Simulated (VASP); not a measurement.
## Si: single point with PBEsol

The system is Si.

```xyz
6
Lattice="-3.3361 3.3361 3.3361 3.3361 -3.3361 3.3361 3.3361 3.3361 -3.3361" Properties=species:S:1:pos:R:3 pbc="T T T"
Si    0.0000    3.3361    1.6680
Si    0.0000    1.6680    3.3361
Si    1.6680    3.3361    0.0000
Si    3.3361    1.6680    0.0000
Si    3.3361    0.0000    1.6680
Si    1.6680    0.0000    3.3361
```

* Program: VASP 6.6.1
* Task: single point
* Functional: PBEsol
* Potentials or basis: VASP PAW PBE potentials, release 64 (Si)
* Cutoff: 520 eV
* k mesh: 5 × 5 × 5
* Occupations: fermi-dirac, width 0.1 eV
* Spin: no spin polarisation

- Pressure: 0.7 GPa
- Band gap on the k mesh: 0.26 eV, direct

Levels at points of the mesh, in eV from the valence-band top:
```csv
k point,band 8,band 9,band 10,band 11,band 12,band 13,band 14,band 15,band 16,band 17
"(0.00, 0.00, 0.00)",-2.80,-2.80,-2.01,-2.01,-2.01,2.09,2.09,2.09,2.53,2.94
```

Run time: 33 s on 1 thread of Intel(R) Xeon(R) Platinum 8488C (Sapphire Rapids) (shared host), peak memory 0.29 GiB.

Caveat: the PAW data sets were made with another functional, which shifts forces and pressure a little. A k mesh can miss the band edges.
